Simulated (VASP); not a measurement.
# H (I4/mmm) in VASP: further runs

H is run at these levels: PBEsol; tasks: single point, relaxation of cell and atoms.

Program: VASP 6.6.1. These are calculated values, not measurements. Logs are shortened: lines on timing, memory, paths and dates and some standing lists are left out, and cuts for length are marked.

### Step 1. The cell of the first run

It takes space group I4/mmm (No. 139, tetragonal). The conventional cell has a = 3.508 Å, b = 3.508 Å, c = 4.366 Å, α = 90.00°, β = 90.00°, γ = 90.00°. H (site symmetry 4mm) has 1 H at 0.76 Å within 1.0 Å.

### Step 2. Single point, PBEsol

INCAR

```
SYSTEM = H
ALGO = Normal ; EDIFF = 1E-6
ENCUT = 520 ; GGA = PS
ISIF = 2 ; ISMEAR = 0
LASPH = .TRUE. ; LCHARG = .FALSE.
LREAL = .FALSE. ; LWAVE = .FALSE.
NBANDS = 8 ; NELM = 60
PREC = Accurate ; SIGMA = 0.01
```

KPOINTS

```
k-points
0
G
  10 10 10
  0 0 0
```

POSCAR

```
H
1.0
   -1.7540021109      1.7540021109      2.1829359774
    1.7540021109     -1.7540021109      2.1829359774
    1.7540021109      1.7540021109     -2.1829359774
H
2
Direct
    0.9130471286      0.9130471286      0.0000000000
    0.0869528714      0.0869528714      0.0000000000
```

Potentials or basis: VASP PAW PBE potentials, release 64 (H).

The run is started by

```bash
> cat potpaw_PBE.64/H/POTCAR > POTCAR
> mpirun -np 1 vasp_std > vasp.out
```

OUTCAR:

```text
SYSTEM = H
   EDIFF = 1E-6
   ENCUT = 520
   GGA = PS
   ISIF = 2
   ISMEAR = 0
   LASPH = .TRUE.
   LREAL = .FALSE.
   NELM = 60
   PREC = Accurate

 ion  position               nearest neighbor table
   1  0.913  0.913  0.000-   2 0.76
   2  0.087  0.087  0.000-   1 0.76

  LATTYP: Found a body centered tetragonal cell.
 ALAT       =     3.5080042218
 C/A-ratio  =     1.2445458097

  Lattice vectors:

 A1 = (  -1.7540021109,   1.7540021109,   2.1829359774)
 A2 = (   1.7540021109,  -1.7540021109,   2.1829359774)
 A3 = (   1.7540021109,   1.7540021109,  -2.1829359774)

Analysis of symmetry for initial positions (statically):
=====================================================================
 Subroutine PRICEL returns:
 Original cell was already a primitive cell.

 Routine SETGRP: Setting up the symmetry group for a
 body centered tetragonal supercell.

 Subroutine GETGRP returns: Found 16 space group operations
 (whereof 16 operations were pure point group operations)
 out of a pool of 16 trial point group operations.

The static configuration has the point symmetry D_4h.

Analysis of symmetry for dynamics (positions and initial velocities):
=====================================================================
 Subroutine PRICEL returns:
 Original cell was already a primitive cell.

 Routine SETGRP: Setting up the symmetry group for a
 body centered tetragonal supercell.

 Subroutine GETGRP returns: Found 16 space group operations
 (whereof 16 operations were pure point group operations)
 out of a pool of 16 trial point group operations.

The dynamic configuration has the point symmetry D_4h.

 Subroutine INISYM returns: Found 16 space group operations
 (whereof 16 operations are pure point group operations),
 and found     1 'primitive' translations

----------------------------------------------------------------------------------------

                                     Primitive cell

  volume of cell :      26.8634

  direct lattice vectors                    reciprocal lattice vectors
    -1.754002111  1.754002111  2.182935977     0.000000000  0.285062371  0.229049319
     1.754002111 -1.754002111  2.182935977     0.285062371  0.000000000  0.229049319
     1.754002111  1.754002111 -2.182935977     0.285062371  0.285062371  0.000000000

  length of vectors
     3.304278483  3.304278483  3.304278483     0.365683122  0.365683122  0.403139071

  position of ions in fractional coordinates (direct lattice)
     0.913047129  0.913047129  0.000000000
     0.086952871  0.086952871  0.000000000

  ion indices of the primitive-cell ions
   primitive index   ion index
                 1           1
                 2           2

----------------------------------------------------------------------------------------

 KPOINTS: k-points

Automatic generation of k-mesh.
 Grid dimensions read from file:
 generate k-points for:   10   10   10

 Generating k-lattice:

  Cartesian coordinates                     Fractional coordinates (reciprocal lattice)
     0.000000000  0.028506237  0.022904932     0.100000000 -0.000000000  0.000000000
     0.028506237  0.000000000  0.022904932    -0.000000000  0.100000000  0.000000000
     0.028506237  0.028506237  0.000000000     0.000000000  0.000000000  0.100000000

  Length of vectors
     0.036568312  0.036568312  0.040313907

  Shift w.r.t. Gamma in fractional coordinates (k-lattice)
     0.000000000  0.000000000  0.000000000

 Subroutine IBZKPT returns following result:
 ===========================================

 Found    102 irreducible k-points:

 Following reciprocal coordinates:
            Coordinates               Weight
  0.000000  0.000000  0.000000      1.000000
  0.100000  0.000000  0.000000      8.000000
  0.200000  0.000000  0.000000      8.000000
  0.300000  0.000000  0.000000      8.000000
  0.400000  0.000000  0.000000      8.000000
  0.500000 -0.000000  0.000000      4.000000
[... 16 lines left out ...]
  0.300000  0.300000  0.000000      8.000000
  0.400000  0.300000  0.000000     16.000000
 [... further k-points ...]
   k-points           NKPTS =    102   k-points in BZ     NKDIM =    102   number of bands    NBANDS=      8
   number of dos      NEDOS =    301   number of ions     NIONS =      2
   total plane-waves  NPLWV =  21952
   dimension x,y,z NGX =    28 NGY =   28 NGZ =   28
   dimension x,y,z NGXF=    56 NGYF=   56 NGZF=   56
   ions per type =               2
   NGX,Y,Z   is equivalent  to a cutoff of  14.09, 14.09, 14.09 a.u.
   NGXF,Y,Z  is equivalent  to a cutoff of  28.17, 28.17, 28.17 a.u.
 SYSTEM =  H
   PREC   = accura    normal or accurate (medium, high low for compatibility)
   ISTART =      0    job   : 0-new  1-cont  2-samecut
   ICHARG =      2    charge: 1-file 2-atom 10-const
   ISPIN  =      1    spin polarized calculation?
   LNONCOLLINEAR =      F non collinear calculations
   LSORBIT =      F    spin-orbit coupling
   LASPH  =      T    aspherical Exc in radial PAW
   ENCUT  =  520.0 eV  38.22 Ry    6.18 a.u.   6.14  6.14  6.14*2*pi/ulx,y,z
   NELM   =     60;   NELMIN=  2; NELMDL= -5     # of ELM steps
   EDIFF  = 0.1E-05   stopping-criterion for ELM
   LREAL  =      F    real-space projection
   EDIFFG = 0.1E-04   stopping-criterion for IOM
   NSW    =      0    number of steps for IOM
   IBRION =     -1    ionic relax: 0-MD 1-quasi-New 2-CG
   NFREE  =      0    steps in history (QN), initial steepest desc. (CG)
   ISIF   =      2    stress and relaxation
   ISYM   =      2    0-nonsym 1-usesym 2-fastsym
   POTIM  = 0.5000    time-step for ionic-motion
   TEBEG  =    0.0;   TEEND  =   0.0 temperature during run
   PSTRESS=    0.0 pullay stress
   NELECT =       2.0000    total number of electrons
   NUPDOWN=      -1.0000    fix difference up-down
   EMIN   =  10.00;   EMAX   =-10.00  energy-range for DOS
   EFERMI =   0.00;   METHOD = LEGACY
   ISMEAR =     0;   SIGMA  =   0.01  broadening in eV -4-tet -1-fermi 0-gaus
   EFERMI_NEDOS =   21; number of points for ismear=-14 and -15
   IALGO  =     38    algorithm
   IMIX   =      4    mixing-type and parameters
     AMIX     =   0.40;   BMIX     =  1.00
     AMIX_MAG =   1.60;   BMIX_MAG =  1.00
  volume/ion in A,a.u.               =      13.43        90.64
  Fermi-wavevector in a.u.,A,eV,Ry     =   0.688702  1.301457  6.453378  0.474310
  Thomas-Fermi vector in A             =   1.769577
   LORBIT       =      0    0 simple, 1 ext, 2 COOP (PROOUT), +10 PAW based schemes
   GGA     = PS    functional components
   LHFCALC =     F    Hartree Fock is set to
   AEXX    =    0.0000 exact exchange contribution
   IVDW    =     0    specifies the selected vdW correction
   LEPSILON=     F    determine dielectric tensor
   LRPA    =     F    only Hartree local field effects (RPA)
 non-spin polarized calculation
 Gauss-broadening in eV      SIGMA  =   0.01
  energy-cutoff  :      520.00
  volume of cell :       26.86
 maximum number of plane-waves:       756
 NGX is ok and might be reduce to    28
   NGX = 13   NGY = 13   NGZ = 13

 number of electron       1.9999999 magnetization

 Free energy of the ion-electron system (eV)
  ---------------------------------------------------
  ext. energy  EPLUGINS =         0.00000000
  ---------------------------------------------------
  free energy    TOTEN  =        -6.52760187 eV

  energy without entropy =       -6.52760187  energy(sigma->0) =       -6.52760187

 E-fermi :  -8.1323     XC(G=0):  -5.0332

 val. band max:       -8.2590667886   @ k =   0.5000   0.5000   0.5000
 cond. band min:       0.5996553317   @ k =   0.5000  -0.0000   0.0000
 fundamental gap:      8.8587221203
 Fermi energy:        -8.1323486920

 k-point     1 :       0.0000    0.0000    0.0000
  band No.  band energies     occupation
      1     -10.2072      2.00000
      2       4.5367      0.00000
      3       7.8923      0.00000
      4      13.8503      0.00000
      5      13.8503      0.00000
      6      15.8776      0.00000
      7      15.8776      0.00000
      8      17.2112      0.00000

 k-point     2 :       0.1000    0.0000    0.0000
  band No.  band energies     occupation
      1     -10.1047      2.00000
      2       4.0708      0.00000
      3       8.0734      0.00000
      4      12.7885      0.00000
      5      13.1964      0.00000
      6      15.9463      0.00000
      7      16.5072      0.00000
      8      16.9770      0.00000

 k-point     3 :       0.2000    0.0000    0.0000
  band No.  band energies     occupation
      1      -9.8197      2.00000
      2       3.0208      0.00000
      3       8.3204      0.00000
      4      11.0643      0.00000
      5      12.2924      0.00000
      6      15.9896      0.00000
      7      16.6191      0.00000
      8      17.0001      0.00000

 k-point     4 :       0.3000    0.0000    0.0000
  band No.  band energies     occupation
      1      -9.4263      2.00000
      2       1.8589      0.00000
      3       8.3017      0.00000
      4       9.9225      0.00000
      5      11.6229      0.00000
      6      14.9003      0.00000
      7      15.8465      0.00000
      8      18.0030      0.00000

 k-point     5 :       0.4000    0.0000    0.0000
  band No.  band energies     occupation
      1      -9.0639      2.00000
      2       0.9488      0.00000
      3       8.0091      0.00000
      4       9.5126      0.00000
      5      11.2329      0.00000
      6      14.1649      0.00000
      7      15.6352      0.00000
      8      16.9357      0.00000

 k-point     6 :       0.5000   -0.0000    0.0000
  band No.  band energies     occupation
      1      -8.9120      2.00000
      2       0.5997      0.00000
      3       7.8492      0.00000
      4       9.4396      0.00000
      5      11.1068      0.00000
      6      13.9101      0.00000
      7      15.9172      0.00000
      8      16.1431      0.00000

 k-point     7 :       0.1000    0.1000    0.0000
  band No.  band energies     occupation
      1      -9.9273      2.00000
      2       3.2922      0.00000
      3       8.7869      0.00000
      4      10.8934      0.00000
      5      12.7223      0.00000
      6      15.9881      0.00000
      7      16.2831      0.00000
      8      17.1747      0.00000
[... 133 lines left out ...]
 k-point    20 :      -0.4000    0.2000    0.0000
  band No.  band energies     occupation
      1      -9.1362      2.00000
      2       2.1605      0.00000
      3       5.8469      0.00000
      4       8.9896      0.00000
      5      10.5911      0.00000
      6      15.5243      0.00000
      7      15.5917      0.00000
      8      18.5784      0.00000

 k-point    21 :      -0.3000    0.2000   -0.0000
  band No.  band energies     occupation
      1      -9.4783      2.00000
      2       2.9799      0.00000
      3       6.3087      0.00000
      4      10.0398      0.00000
      5      11.1906      0.00000
      6      13.5691      0.00000
      7      16.1861      0.00000
      8      19.2292      0.00000

 k-point    22 :      -0.2000    0.2000    0.0000
  band No.  band energies     occupation
      1      -9.7522      2.00000
      2       3.5985      0.00000
      3       6.6493      0.00000
      4      11.6135      0.00000
      5      12.2725      0.00000
      6      12.7446      0.00000
      7      16.2559      0.00000
      8      18.6551      0.00000

 k-point    23 :       0.3000    0.3000    0.0000
  band No.  band energies     occupation
      1      -8.7361      2.00000
      2       1.5171      0.00000
      3       4.4962      0.00000
      4       8.6479      0.00000
      5      10.7282      0.00000
      6      15.6791      0.00000
      7      18.2386      0.00000
      8      19.0414      0.00000

 k-point    24 :       0.4000    0.3000    0.0000
  band No.  band energies     occupation
      1      -8.6765      2.00000
      2       1.9967      0.00000
      3       3.8556      0.00000
      4       8.3370      0.00000
      5       9.8196      0.00000
      6      16.4992      0.00000
      7      17.7502      0.00000
      8      19.6828      0.00000

 [... further k-points ...]

------------------------ aborting loop because EDIFF is reached ----------------------------------------

  FORCE on cell =-STRESS in cart. coord.  units (eV):
  Direction    XX          YY          ZZ          XY          YZ          ZX
  --------------------------------------------------------------------------------------
  -------------------------------------------------------------------------------------
  Total       -0.0218093     -0.0218093     -0.0211500      0.0000000     -0.0000000     -0.0000000
  in kB       -1.3007447     -1.3007447     -1.2614178      0.0000000     -0.0000000     -0.0000000
  external PRESSURE =      -1.2876358 kB  Pullay stress =       0.0000000 kB

 VOLUME and BASIS-vectors are now :
 -----------------------------------------------------------------------------
  energy-cutoff  :      520.00
  volume of cell :       26.86
      direct lattice vectors                 reciprocal lattice vectors
    -1.754002111  1.754002111  2.182935977     0.000000000  0.285062371  0.229049319
     1.754002111 -1.754002111  2.182935977     0.285062371  0.000000000  0.229049319
     1.754002111  1.754002111 -2.182935977     0.285062371  0.285062371  0.000000000

 POSITION                                       TOTAL-FORCE (eV/Angst)
 -----------------------------------------------------------------------------------
      0.00000      0.00000      3.98625         0.000000      0.000000     -0.005010
      0.00000      0.00000      0.37963        -0.000000     -0.000000      0.005010
 -----------------------------------------------------------------------------------
    total drift:                               -0.000000     -0.000000      0.000000

  FREE ENERGIE OF THE ION-ELECTRON SYSTEM (eV)
  ---------------------------------------------------
  free  energy   TOTEN  =        -6.5276018668 eV

  energy  without entropy=       -6.5276018668  energy(sigma->0) =       -6.52760187
```

Wall time 12 s (1 thread of Intel Xeon Platinum 8488C (Sapphire Rapids), shared host); peak memory 0.15 GiB.

Results:

* Free energy: -6.5276 eV
* Pressure: -0.1 GPa
* Largest force: 0.005 eV/Å
* Band gap on the k mesh: 8.86 eV, indirect (least direct gap 9.51 eV)

Forces in eV/Å, atoms in the order of the input:
```
H    0.000  0.000 -0.005
H    0.000  0.000  0.005
```

Levels at points of the mesh, in eV from the valence-band top:
```csv
k point,band 1,band 2,band 3,band 4,band 5
"(0.00, 0.00, 0.00)",-1.95,12.80,16.15,22.11,22.11
"(0.50, 0.00, 0.00)",-0.65,8.86,16.11,17.70,19.37
"(0.50, 0.50, 0.00)",-0.46,10.55,13.39,15.49,17.90
"(0.50, 0.50, 0.50)",0.00,9.76,14.95,15.62,15.62
```

Caveat: the PAW data sets were made with another functional, which shifts forces and pressure a little.

(Part 1 of 2 ends here.)
